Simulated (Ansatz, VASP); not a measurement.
# WS2: VASP beside Ansatz

```
W S
1.0
     2.99353    0.00000    0.00000
    -1.49676    2.59247    0.00000
     0.00000    0.00000   19.14151
W S
1 2
Direct
  0.33333 0.66667 0.00000
  0.66667 0.33333 0.90802
  0.66667 0.33333 0.09198
```

Alike in both runs: task single point; functional r2SCAN; k mesh 12 × 12 × 2; occupations gaussian, width 0.05 eV; no spin polarisation.

|  | VASP | Ansatz |
| --- | --- | --- |
| version | VASP 6.6.1 | Ansatz 0.2.0 |
| potentials or method | VASP PAW PBE potentials, release 64 (W_sv, S), cutoff 520 eV | scalar-relativistic, plane waves, PAW |
| valence electrons in the cell | 26 | 26 |

```csv
,VASP,Ansatz,Ansatz less VASP
gap on the k mesh at the Fermi level (eV),1.39,1.40,+0.002
least direct gap on the mesh (eV),2.06,2.06,-0.001
rms of the force components (eV/Å),1.133,1.143,+0.0105
```

VASP's potentials were made for PBE, not for r2SCAN. Atom by atom the forces differ by 0.010 eV/Å (rms over components). The functional is the same, so the differences come from potentials, cutoffs and numerics.

Spin-orbit coupling is off throughout.
